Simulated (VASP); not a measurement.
# BaTiO3 (Amm2) in VASP: single point with PBE

Aim: the single point of BaTiO3 with PBE.

All numbers are computed with VASP 6.6.1; they aren't measurements. Logs are shortened: lines on timing, memory, paths and dates and some standing lists are left out, and cuts for length are marked.

## 1. The cell of the first run

The structure is orthorhombic, space group Amm2 (No. 38). Conventional cell: a = 3.973 Å, b = 5.781 Å, c = 5.831 Å, α = 90.00°, β = 90.00°, γ = 90.00°. Ba (site symmetry mm2) has 12 O at 2.77 to 3.06 Å and 8 Ti at 3.45 to 3.61 Å within 3.7 Å. Ti (site symmetry mm2) has 6 O at 1.85 to 2.27 Å within 2.5 Å. Within 2.5 Å of O (site symmetry m) lie 2 Ti at 1.85 to 2.27 Å. O (site symmetry mm2) has 2 Ti at 2.00 Å within 2.7 Å.

## 2. Single point, PBE

The input, INCAR:

```
  ALGO = Normal
  EDIFF = 1E-6
  ENCUT = 520
  GGA = PE
  ISIF = 2
  ISMEAR = 0
  LASPH = True
  LCHARG = True
  LELF = True
  LREAL = False
  LVHAR = True
  LWAVE = False
  NBANDS = 28
  NELM = 60
  PREC = Accurate
  SIGMA = 0.02
```

The input, KPOINTS:

```
k-points
0
Gamma
  6 6 6
```

The input, POSCAR:

```
BaTiO3
1.0
    3.9725052732      0.0000000000      0.0000000000
    0.0000000000      2.8904444992      2.9153853940
    0.0000000000     -2.8904444992      2.9153853940
Ba Ti O
1 1 3
Direct
    0.0000000000      0.0082750956      0.0082750956
    0.5000000000      0.5244580659      0.5244580659
    0.5000000000      0.9731675967      0.4899429160
    0.5000000000      0.4899429160      0.9731675967
    0.0000000000      0.4840563259      0.4840563259
```

Potentials or basis: VASP PAW PBE potentials, release 64 (Ba_sv, Ti_sv, O).

Run with:

```sh
$ cat potpaw_PBE.64/Ba_sv/POTCAR potpaw_PBE.64/Ti_sv/POTCAR potpaw_PBE.64/O/POTCAR > POTCAR
$ mpirun -np 1 vasp_std > vasp.out
```

OUTCAR:

```text
EDIFF = 1E-6
   ENCUT = 520
   GGA = PE
   ISIF = 2
   ISMEAR = 0
   LASPH = True
   LREAL = False
   NELM = 60
   PREC = Accurate

 ion  position               nearest neighbor table
   1  0.000  0.008  0.008-   5 2.77   4 2.81   3 2.81   3 2.81   4 2.81   5 2.89   5 2.89   4 2.92
                             3 2.92   3 2.92   4 2.92   5 3.06   2 3.45   2 3.45   2 3.51   2 3.51
   2  0.500  0.524  0.524-   3 1.85   4 1.85   5 2.00   5 2.00   3 2.27   4 2.27   1 3.45   1 3.45
                             1 3.51   1 3.51   1 3.51   1 3.51   1 3.61   1 3.61
   3  0.500  0.973  0.490-   2 1.85   2 2.27   1 2.81   1 2.81   1 2.92   1 2.92
   4  0.500  0.490  0.973-   2 1.85   2 2.27   1 2.81   1 2.81   1 2.92   1 2.92
   5  0.000  0.484  0.484-   2 2.00   2 2.00   1 2.77   1 2.89   1 2.89   1 3.06

  LATTYP: Found a base centered orthorhombic cell.
 ALAT       =     5.7808889984
 B/A-ratio  =     1.0086287403
 C/A-ratio  =     0.6871789571

  Lattice vectors:

 A1 = (   0.0000000000,   2.8904444992,  -2.9153853940)
 A2 = (   0.0000000000,   2.8904444992,   2.9153853940)
 A3 = (   3.9725052732,   0.0000000000,   0.0000000000)

Analysis of symmetry for initial positions (statically):
=====================================================================
 Subroutine PRICEL returns:
 Original cell was already a primitive cell.

 Routine SETGRP: Setting up the symmetry group for a
 base centered orthorhombic supercell.

 Subroutine GETGRP returns: Found  4 space group operations
 (whereof  4 operations were pure point group operations)
 out of a pool of  8 trial point group operations.

The static configuration has the point symmetry C_2v.

Analysis of symmetry for dynamics (positions and initial velocities):
=====================================================================
 Subroutine PRICEL returns:
 Original cell was already a primitive cell.

 Routine SETGRP: Setting up the symmetry group for a
 base centered orthorhombic supercell.

 Subroutine GETGRP returns: Found  4 space group operations
 (whereof  4 operations were pure point group operations)
 out of a pool of  8 trial point group operations.

The dynamic configuration has the point symmetry C_2v.

 Subroutine INISYM returns: Found  4 space group operations
 (whereof  4 operations are pure point group operations),
 and found     1 'primitive' translations

----------------------------------------------------------------------------------------

                                     Primitive cell

  volume of cell :      66.9507

  direct lattice vectors                    reciprocal lattice vectors
     3.972505273  0.000000000  0.000000000     0.251730314  0.000000000  0.000000000
     0.000000000  2.890444499  2.915385394     0.000000000  0.172983775  0.171503912
     0.000000000 -2.890444499  2.915385394     0.000000000 -0.172983775  0.171503912

  length of vectors
     3.972505273  4.105379568  4.105379568     0.251730314  0.243591827  0.243591827

  position of ions in fractional coordinates (direct lattice)
     0.000000000  0.008275096  0.008275096
     0.500000000  0.524458066  0.524458066
     0.500000000  0.973167597  0.489942916
     0.500000000  0.489942916  0.973167597
     0.000000000  0.484056326  0.484056326

  ion indices of the primitive-cell ions
   primitive index   ion index
                 1           1
                 2           2
                 3           3
                 4           4
                 5           5

----------------------------------------------------------------------------------------

 KPOINTS: k-points

Automatic generation of k-mesh.
 Grid dimensions read from file:
 generate k-points for:    6    6    6

 Generating k-lattice:

  Cartesian coordinates                     Fractional coordinates (reciprocal lattice)
     0.041955052  0.000000000  0.000000000     0.166666667  0.000000000  0.000000000
     0.000000000  0.028830629  0.028583985     0.000000000  0.166666667 -0.000000000
     0.000000000 -0.028830629  0.028583985     0.000000000 -0.000000000  0.166666667

  Length of vectors
     0.041955052  0.040598638  0.040598638

  Shift w.r.t. Gamma in fractional coordinates (k-lattice)
     0.000000000  0.000000000  0.000000000

 Subroutine IBZKPT returns following result:
 ===========================================

 Found     52 irreducible k-points:

 Following reciprocal coordinates:
            Coordinates               Weight
  0.000000  0.000000  0.000000      1.000000
  0.166667  0.000000  0.000000      2.000000
  0.333333  0.000000  0.000000      2.000000
  0.500000  0.000000  0.000000      1.000000
  0.000000  0.166667  0.000000      4.000000
  0.166667  0.166667  0.000000      8.000000
[... 16 lines left out ...]
  0.333333  0.333333  0.166667      8.000000
  0.500000  0.333333  0.166667      4.000000
 [... further k-points ...]
   k-points           NKPTS =     52   k-points in BZ     NKDIM =     52   number of bands    NBANDS=     28
   number of dos      NEDOS =    301   number of ions     NIONS =      5
   total plane-waves  NPLWV =  30720
   dimension x,y,z NGX =    30 NGY =   32 NGZ =   32
   dimension x,y,z NGXF=    60 NGYF=   64 NGZF=   64
   ions per type =               1   1   3
   NGX,Y,Z   is equivalent  to a cutoff of  12.55, 12.96, 12.96 a.u.
   NGXF,Y,Z  is equivalent  to a cutoff of  25.11, 25.92, 25.92 a.u.
 SYSTEM =  unknown system
   PREC   = accura    normal or accurate (medium, high low for compatibility)
   ISTART =      0    job   : 0-new  1-cont  2-samecut
   ICHARG =      2    charge: 1-file 2-atom 10-const
   ISPIN  =      1    spin polarized calculation?
   LNONCOLLINEAR =      F non collinear calculations
   LSORBIT =      F    spin-orbit coupling
   LASPH  =      T    aspherical Exc in radial PAW
   ENCUT  =  520.0 eV  38.22 Ry    6.18 a.u.   7.39  7.63  7.63*2*pi/ulx,y,z
   NELM   =     60;   NELMIN=  2; NELMDL= -5     # of ELM steps
   EDIFF  = 0.1E-05   stopping-criterion for ELM
   LREAL  =      F    real-space projection
   EDIFFG = 0.1E-04   stopping-criterion for IOM
   NSW    =      0    number of steps for IOM
   IBRION =     -1    ionic relax: 0-MD 1-quasi-New 2-CG
   NFREE  =      0    steps in history (QN), initial steepest desc. (CG)
   ISIF   =      2    stress and relaxation
   ISYM   =      2    0-nonsym 1-usesym 2-fastsym
   POTIM  = 0.5000    time-step for ionic-motion
   TEBEG  =    0.0;   TEEND  =   0.0 temperature during run
   PSTRESS=    0.0 pullay stress
   NELECT =      40.0000    total number of electrons
   NUPDOWN=      -1.0000    fix difference up-down
   EMIN   =  10.00;   EMAX   =-10.00  energy-range for DOS
   EFERMI =   0.00;   METHOD = LEGACY
   ISMEAR =     0;   SIGMA  =   0.02  broadening in eV -4-tet -1-fermi 0-gaus
   EFERMI_NEDOS =   21; number of points for ismear=-14 and -15
   IALGO  =     38    algorithm
   IMIX   =      4    mixing-type and parameters
     AMIX     =   0.40;   BMIX     =  1.00
     AMIX_MAG =   1.60;   BMIX_MAG =  1.00
  volume/ion in A,a.u.               =      13.39        90.36
  Fermi-wavevector in a.u.,A,eV,Ry     =   1.378827  2.605605 25.866908  1.901164
  Thomas-Fermi vector in A             =   2.503853
   LORBIT       =      0    0 simple, 1 ext, 2 COOP (PROOUT), +10 PAW based schemes
   GGA     = PE    functional components
   LHFCALC =     F    Hartree Fock is set to
   AEXX    =    0.0000 exact exchange contribution
   IVDW    =     0    specifies the selected vdW correction
   LEPSILON=     F    determine dielectric tensor
   LRPA    =     F    only Hartree local field effects (RPA)
 non-spin polarized calculation
 Gauss-broadening in eV      SIGMA  =   0.02
  energy-cutoff  :      520.00
  volume of cell :       66.95
 maximum number of plane-waves:      1823
 NGX is ok and might be reduce to    30
   NGX = 15   NGY = 15   NGZ = 15

 number of electron      39.9999988 magnetization

 Free energy of the ion-electron system (eV)
  ---------------------------------------------------
  ext. energy  EPLUGINS =         0.00000000
  ---------------------------------------------------
  free energy    TOTEN  =       -40.05260218 eV

  energy without entropy =      -40.05260218  energy(sigma->0) =      -40.05260218

 E-fermi :   3.7906     XC(G=0): -11.0039

 val. band max:        3.5031567664   @ k =   0.5000   0.5000   0.5000
 cond. band min:       5.8489786216   @ k =   0.0000   0.0000   0.0000
 fundamental gap:      2.3458218551
 Fermi energy:         3.7906079139

 k-point     1 :       0.0000    0.0000    0.0000
  band No.  band energies     occupation
      1     -52.8729      2.00000
      2     -29.1548      2.00000
      3     -29.1531      2.00000
      4     -29.0695      2.00000
      5     -21.4792      2.00000
      6     -13.2817      2.00000
[... 20 lines left out ...]
     27       8.6763      0.00000
     28      10.3308      0.00000

 k-point     2 :       0.1667    0.0000    0.0000
  band No.  band energies     occupation
      1     -52.8726      2.00000
      2     -29.1543      2.00000
      3     -29.1526      2.00000
      4     -29.0834      2.00000
      5     -21.4521      2.00000
      6     -13.2902      2.00000
[... 20 lines left out ...]
     27       9.1621      0.00000
     28      10.9949      0.00000

 k-point     3 :       0.3333    0.0000    0.0000
  band No.  band energies     occupation
      1     -52.8720      2.00000
      2     -29.1532      2.00000
      3     -29.1515      2.00000
      4     -29.1110      2.00000
      5     -21.3969      2.00000
      6     -13.3832      2.00000
[... 20 lines left out ...]
     27      10.1479      0.00000
     28      11.5672      0.00000

 k-point     4 :       0.5000    0.0000    0.0000
  band No.  band energies     occupation
      1     -52.8718      2.00000
      2     -29.1525      2.00000
      3     -29.1510      2.00000
      4     -29.1248      2.00000
      5     -21.3688      2.00000
      6     -13.4519      2.00000
[... 20 lines left out ...]
     27      10.9371      0.00000
     28      11.5085      0.00000

 k-point     5 :       0.0000    0.1667    0.0000
  band No.  band energies     occupation
      1     -52.8727      2.00000
      2     -29.1637      2.00000
      3     -29.1535      2.00000
      4     -29.0691      2.00000
      5     -21.4579      2.00000
      6     -13.2931      2.00000
[... 20 lines left out ...]
     27       9.1320      0.00000
     28      10.9548      0.00000

 k-point     6 :       0.1667    0.1667    0.0000
  band No.  band energies     occupation
      1     -52.8724      2.00000
      2     -29.1631      2.00000
      3     -29.1530      2.00000
      4     -29.0830      2.00000
      5     -21.4327      2.00000
      6     -13.2690      2.00000
[... 463 lines left out ...]
      5     -21.3991      2.00000
      6     -13.2887      2.00000
[... 20 lines left out ...]
     27      10.6714      0.00000
     28      11.8499      0.00000

 k-point    22 :       0.1667    0.3333    0.1667
  band No.  band energies     occupation
      1     -52.8719      2.00000
      2     -29.1814      2.00000
      3     -29.1616      2.00000
      4     -29.0817      2.00000
      5     -21.3787      2.00000
      6     -13.1968      2.00000
[... 20 lines left out ...]
     27      10.8185      0.00000
     28      11.6489      0.00000

 k-point    23 :       0.3333    0.3333    0.1667
  band No.  band energies     occupation
      1     -52.8714      2.00000
      2     -29.1799      2.00000
      3     -29.1605      2.00000
      4     -29.1089      2.00000
      5     -21.3372      2.00000
      6     -13.0466      2.00000
[... 20 lines left out ...]
     27      11.4477      0.00000
     28      11.6146      0.00000

 k-point    24 :       0.5000    0.3333    0.1667
  band No.  band energies     occupation
      1     -52.8711      2.00000
      2     -29.1791      2.00000
      3     -29.1599      2.00000
      4     -29.1224      2.00000
      5     -21.3161      2.00000
      6     -13.0036      2.00000
[... 20 lines left out ...]
     27      11.4856      0.00000
     28      11.8416      0.00000

 [... further k-points ...]
[... 5 lines left out ...]
  --------------------------------------------------------------------------------------
  -------------------------------------------------------------------------------------
  Total        0.6390576      0.6738591      0.6519925      0.0000000      0.0000000      0.0000000
  in kB       15.2930999     16.1259238     15.6026398      0.0000000      0.0000000      0.0000000
  external PRESSURE =      15.6738878 kB  Pullay stress =       0.0000000 kB

 VOLUME and BASIS-vectors are now :
 -----------------------------------------------------------------------------
  energy-cutoff  :      520.00
  volume of cell :       66.95
      direct lattice vectors                 reciprocal lattice vectors
     3.972505273  0.000000000  0.000000000     0.251730314  0.000000000  0.000000000
     0.000000000  2.890444499  2.915385394     0.000000000  0.172983775  0.171503912
     0.000000000 -2.890444499  2.915385394     0.000000000 -0.172983775  0.171503912

 POSITION                                       TOTAL-FORCE (eV/Angst)
 -----------------------------------------------------------------------------------
      0.00000      0.00000      0.04825         0.000000      0.000000     -0.045780
      1.98625      0.00000      3.05799         0.000000      0.000000     -0.087614
      1.98625      1.39673      4.26553         0.000000      0.035200      0.056111
      1.98625     -1.39673      4.26553         0.000000     -0.035200      0.056111
      0.00000      0.00000      2.82242         0.000000      0.000000      0.021171
 -----------------------------------------------------------------------------------
    total drift:                                0.000000     -0.000000     -0.000380

  FREE ENERGIE OF THE ION-ELECTRON SYSTEM (eV)
  ---------------------------------------------------
  free  energy   TOTEN  =       -40.0526021800 eV

  energy  without entropy=      -40.0526021800  energy(sigma->0) =      -40.05260218
```

Run time: 2.7 min. Hardware: 1 thread of Intel Xeon 8259CL, shared host; peak memory 0.25 GiB.

Results:

```yaml
Free_energy: -40.0526 eV
Pressure: 1.6 GPa
Largest_force: 0.088 eV/Å
Band_gap_on_the_k_mesh: 2.35 eV, indirect (least direct gap 2.89 eV)
```

Forces on the atoms (eV/Å):
```
Ba   0.000  0.000 -0.046
Ti   0.000  0.000 -0.088
O    0.000  0.035  0.056
O    0.000 -0.035  0.056
O    0.000  0.000  0.021
```

Caveat: spin-orbit coupling is left out, which moves the levels of the heavy elements.
